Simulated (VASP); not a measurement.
# Cu (Fm-3m) in VASP: relaxation of cell and atoms with LDA

Aim: the relaxation of cell and atoms of Cu with LDA.

Program: VASP 6.6.1. These are calculated values, not measurements. Logs are shortened: lines on timing, memory, paths and dates and some standing lists are left out, and cuts for length are marked.

## (1) The cell of the first run

Symmetry: Fm-3m, No. 225, cubic system. The conventional cell has a = 3.620 Å, b = 3.620 Å, c = 3.620 Å, α = 90.00°, β = 90.00°, γ = 90.00°. Cu (site symmetry m-3m) has 12 Cu at 2.56 Å within 3.4 Å.

## (2) Relaxation of cell and atoms, LDA

INCAR

```
SYSTEM = Cu
PREC = Accurate
ENCUT = 600
EDIFF = 1E-7
ISMEAR = 0
SIGMA = 0.1
LREAL = .FALSE.
LASPH = .TRUE.
NELM = 120
ALGO = Normal
ISIF = 3
LWAVE = .FALSE.
LCHARG = .FALSE.
IBRION = 2
NSW = 60
EDIFFG = -0.01
GGA_COMPAT = .FALSE.
NELMIN = 4
```

KPOINTS

```
regular mesh
0
G
  12 12 12
  0 0 0
```

POSCAR

```
Cu
1.0
    0.0000000000      1.8100000000      1.8100000000
    1.8100000000      0.0000000000      1.8100000000
    1.8100000000      1.8100000000      0.0000000000
Cu
1
Direct
    0.0000000000      0.0000000000      0.0000000000
```

Potentials or basis: VASP PAW LDA potentials, release 64 (Cu).

The run is started by

```console
$ cat potpaw_LDA.64/Cu/POTCAR > POTCAR
$ mpirun -np 1 vasp_std > vasp.out
```

OUTCAR:

```text
SYSTEM = Cu
   PREC = Accurate
   ENCUT = 600
   EDIFF = 1E-7
   ISMEAR = 0
   LREAL = .FALSE.
   LASPH = .TRUE.
   NELM = 120
   ISIF = 3
   IBRION = 2
   NSW = 60
   EDIFFG = -0.01
   NELMIN = 4

 ion  position               nearest neighbor table
   1  0.000  0.000  0.000-

  LATTYP: Found a face centered cubic cell.
 ALAT       =     3.6200000000

  Lattice vectors:

 A1 = (   0.0000000000,   1.8100000000,   1.8100000000)
 A2 = (   1.8100000000,   0.0000000000,   1.8100000000)
 A3 = (   1.8100000000,   1.8100000000,   0.0000000000)

Analysis of symmetry for initial positions (statically):
=====================================================================
 Subroutine PRICEL returns:
 Original cell was already a primitive cell.

 Routine SETGRP: Setting up the symmetry group for a
 face centered cubic supercell.

 Subroutine GETGRP returns: Found 48 space group operations
 (whereof 48 operations were pure point group operations)
 out of a pool of 48 trial point group operations.

The static configuration has the point symmetry O_h .

Analysis of symmetry for dynamics (positions and initial velocities):
=====================================================================
 Subroutine PRICEL returns:
 Original cell was already a primitive cell.

 Routine SETGRP: Setting up the symmetry group for a
 face centered cubic supercell.

 Subroutine GETGRP returns: Found 48 space group operations
 (whereof 48 operations were pure point group operations)
 out of a pool of 48 trial point group operations.

The dynamic configuration has the point symmetry O_h .

 Subroutine INISYM returns: Found 48 space group operations
 (whereof 48 operations are pure point group operations),
 and found     1 'primitive' translations

----------------------------------------------------------------------------------------

                                     Primitive cell

  volume of cell :      11.8595

  direct lattice vectors                    reciprocal lattice vectors
     0.000000000  1.810000000  1.810000000    -0.276243094  0.276243094  0.276243094
     1.810000000  0.000000000  1.810000000     0.276243094 -0.276243094  0.276243094
     1.810000000  1.810000000  0.000000000     0.276243094  0.276243094 -0.276243094

  length of vectors
     2.559726548  2.559726548  2.559726548     0.478467074  0.478467074  0.478467074

  position of ions in fractional coordinates (direct lattice)
     0.000000000  0.000000000  0.000000000

  ion indices of the primitive-cell ions
   primitive index   ion index
                 1           1

----------------------------------------------------------------------------------------

 KPOINTS: regular mesh

Automatic generation of k-mesh.
 Grid dimensions read from file:
 generate k-points for:   12   12   12

 Generating k-lattice:

  Cartesian coordinates                     Fractional coordinates (reciprocal lattice)
    -0.023020258  0.023020258  0.023020258     0.083333333  0.000000000  0.000000000
     0.023020258 -0.023020258  0.023020258     0.000000000  0.083333333  0.000000000
     0.023020258  0.023020258 -0.023020258     0.000000000  0.000000000  0.083333333

  Length of vectors
     0.039872256  0.039872256  0.039872256

  Shift w.r.t. Gamma in fractional coordinates (k-lattice)
     0.000000000  0.000000000  0.000000000

 Subroutine IBZKPT returns following result:
 ===========================================

 Found     72 irreducible k-points:

 Following reciprocal coordinates:
            Coordinates               Weight
  0.000000  0.000000  0.000000      1.000000
  0.083333  0.000000  0.000000      8.000000
  0.166667  0.000000  0.000000      8.000000
  0.250000  0.000000  0.000000      8.000000
  0.333333  0.000000  0.000000      8.000000
  0.416667  0.000000  0.000000      8.000000
[... 16 lines left out ...]
  0.500000  0.166667  0.000000     24.000000
 -0.416667  0.166667  0.000000     24.000000
 [... further k-points ...]
   k-points           NKPTS =     72   k-points in BZ     NKDIM =     72   number of bands    NBANDS=      9
   number of dos      NEDOS =    301   number of ions     NIONS =      1
   total plane-waves  NPLWV =   8000
   dimension x,y,z NGX =    20 NGY =   20 NGZ =   20
   dimension x,y,z NGXF=    40 NGYF=   40 NGZF=   40
   ions per type =               1
   NGX,Y,Z   is equivalent  to a cutoff of  12.99, 12.99, 12.99 a.u.
   NGXF,Y,Z  is equivalent  to a cutoff of  25.98, 25.98, 25.98 a.u.
 SYSTEM =  Cu
   PREC   = accura    normal or accurate (medium, high low for compatibility)
   ISTART =      0    job   : 0-new  1-cont  2-samecut
   ICHARG =      2    charge: 1-file 2-atom 10-const
   ISPIN  =      1    spin polarized calculation?
   LNONCOLLINEAR =      F non collinear calculations
   LSORBIT =      F    spin-orbit coupling
   LASPH  =      T    aspherical Exc in radial PAW
   ENCUT  =  600.0 eV  44.10 Ry    6.64 a.u.   5.11  5.11  5.11*2*pi/ulx,y,z
   NELM   =    120;   NELMIN=  4; NELMDL= -5     # of ELM steps
   EDIFF  = 0.1E-06   stopping-criterion for ELM
   LREAL  =      F    real-space projection
   EDIFFG = -.1E-01   stopping-criterion for IOM
   NSW    =     60    number of steps for IOM
   IBRION =      2    ionic relax: 0-MD 1-quasi-New 2-CG
   NFREE  =      1    steps in history (QN), initial steepest desc. (CG)
   ISIF   =      3    stress and relaxation
   ISYM   =      2    0-nonsym 1-usesym 2-fastsym
   POTIM  = 0.5000    time-step for ionic-motion
   TEBEG  =    0.0;   TEEND  =   0.0 temperature during run
   PSTRESS=    0.0 pullay stress
   NELECT =      11.0000    total number of electrons
   NUPDOWN=      -1.0000    fix difference up-down
   EMIN   =  10.00;   EMAX   =-10.00  energy-range for DOS
   EFERMI =   0.00;   METHOD = LEGACY
   ISMEAR =     0;   SIGMA  =   0.10  broadening in eV -4-tet -1-fermi 0-gaus
   EFERMI_NEDOS =   21; number of points for ismear=-14 and -15
   IALGO  =     38    algorithm
   IMIX   =      4    mixing-type and parameters
     AMIX     =   0.40;   BMIX     =  1.00
     AMIX_MAG =   1.60;   BMIX_MAG =  1.00
  volume/ion in A,a.u.               =      11.86        80.03
  Fermi-wavevector in a.u.,A,eV,Ry     =   1.596555  3.017051 34.681075  2.548987
  Thomas-Fermi vector in A             =   2.694299
   LORBIT       =      0    0 simple, 1 ext, 2 COOP (PROOUT), +10 PAW based schemes
   GGA     = CA    functional components
   LHFCALC =     F    Hartree Fock is set to
   AEXX    =    0.0000 exact exchange contribution
   IVDW    =     0    specifies the selected vdW correction
   LEPSILON=     F    determine dielectric tensor
   LRPA    =     F    only Hartree local field effects (RPA)
 conjugate gradient relaxation of ions
 non-spin polarized calculation
 Gauss-broadening in eV      SIGMA  =   0.10
  energy-cutoff  :      600.00
  volume of cell :       11.86
 maximum number of plane-waves:       415
   NGX = 11   NGY = 11   NGZ = 11

--------------------------------------- Ionic step        1  -------------------------------------------

 number of electron      11.0000000 magnetization

 Free energy of the ion-electron system (eV)
  ---------------------------------------------------
  ext. energy  EPLUGINS =         0.00000000
  ---------------------------------------------------
  free energy    TOTEN  =        -4.66682116 eV

  energy without entropy =       -4.66544004  energy(sigma->0) =       -4.66613060

------------------------ aborting loop because EDIFF is reached ----------------------------------------

  FORCE on cell =-STRESS in cart. coord.  units (eV):
  Direction    XX          YY          ZZ          XY          YZ          ZX
  --------------------------------------------------------------------------------------
  -------------------------------------------------------------------------------------
  Total       -0.9091776     -0.9091776     -0.9091776     -0.0000000     -0.0000000      0.0000000
  in kB     -122.8269217   -122.8269217   -122.8269217     -0.0000000     -0.0000000      0.0000000
  external PRESSURE =    -122.8269217 kB  Pullay stress =       0.0000000 kB
[... 55 lines left out ...]
  energy  without entropy=       -4.6856742317  energy(sigma->0) =       -4.68617820

--------------------------------------- Ionic step        3  -------------------------------------------

 number of electron      11.0000001 magnetization

 Free energy of the ion-electron system (eV)
  ---------------------------------------------------
  ext. energy  EPLUGINS =         0.00000000
  ---------------------------------------------------
  free energy    TOTEN  =        -4.70548468 eV

  energy without entropy =       -4.70440243  energy(sigma->0) =       -4.70494355

 E-fermi :   8.2676     XC(G=0): -13.5590

 val. band max:        8.1471725713   @ k =   0.4167   0.4167   0.0000
 cond. band min:       8.2879574951   @ k =   0.5000   0.3333   0.1667
 fundamental gap:      0.1407849238
 Fermi energy:         8.2676181057

 k-point     1 :       0.0000    0.0000    0.0000
  band No.  band energies     occupation
      1      -1.6067      2.00000
      2       5.0169      2.00000
      3       5.0169      2.00000
      4       5.0169      2.00000
      5       5.9606      2.00000
      6       5.9606      2.00000
      7      31.6301      0.00000
      8      34.7150      0.00000
      9      34.7150      0.00000
[... 265 lines left out ...]
 k-point    24 :      -0.4167    0.1667    0.0000
  band No.  band energies     occupation
      1       3.2910      2.00000
      2       4.6216      2.00000
      3       5.2016      2.00000
      4       5.3110      2.00000
      5       6.4877      2.00000
      6       9.3650      0.00000
      7      13.0205      0.00000
      8      23.8125      0.00000
      9      28.4198      0.00000

 [... further k-points ...]

------------------------ aborting loop because EDIFF is reached ----------------------------------------

  FORCE on cell =-STRESS in cart. coord.  units (eV):
  Direction    XX          YY          ZZ          XY          YZ          ZX
  --------------------------------------------------------------------------------------
  -------------------------------------------------------------------------------------
  Total       -0.0048830     -0.0048830     -0.0048830     -0.0000000     -0.0000000      0.0000000
  in kB       -0.7153972     -0.7153972     -0.7153972     -0.0000000     -0.0000000      0.0000000
  external PRESSURE =      -0.7153972 kB  Pullay stress =       0.0000000 kB
[... 16 lines left out ...]
  FREE ENERGIE OF THE ION-ELECTRON SYSTEM (eV)
  ---------------------------------------------------
  free  energy   TOTEN  =        -4.7054846757 eV

  energy  without entropy=       -4.7044024302  energy(sigma->0) =       -4.70494355

 reached required accuracy - stopping structural energy minimisation
```

It took 26 s on 1 thread of Intel Xeon 8259CL, shared host; peak memory 0.13 GiB.

What came out:

| Property | Result |
| --- | --- |
| Free energy | -4.7055 eV |
| Relaxed volume | 10.94 Å³/atom |
| Relaxed cell | a = 2.491 Å, b = 2.491 Å, c = 2.491 Å, α = 60.00°, β = 60.00°, γ = 60.00° |
| Space group after relaxing (to 0.1 Å) | Fm-3m (No. 225) |
| Energy gained by relaxing | 38.7 meV/atom |
| Ionic steps | 3 |
| Pressure after relaxing | -0.1 GPa |
| Band gap on the k mesh | zero (an odd number of electrons rules out a gap without spin polarisation) |

Step by step:
```csv
step,energy change (eV),largest force (eV/Å),pressure (GPa),volume (Å³)
1,0.0000,0.0000,-12.28,11.86
2,-0.0199,0.0000,11.24,10.37
3,-0.0387,0.0000,-0.07,10.94
```

Final structure:
```
CELL_PARAMETERS angstrom
0.00000 1.76173 1.76173
1.76173 0.00000 1.76173
1.76173 1.76173 0.00000
ATOMIC_POSITIONS crystal
Cu 0.00000 0.00000 0.00000
```
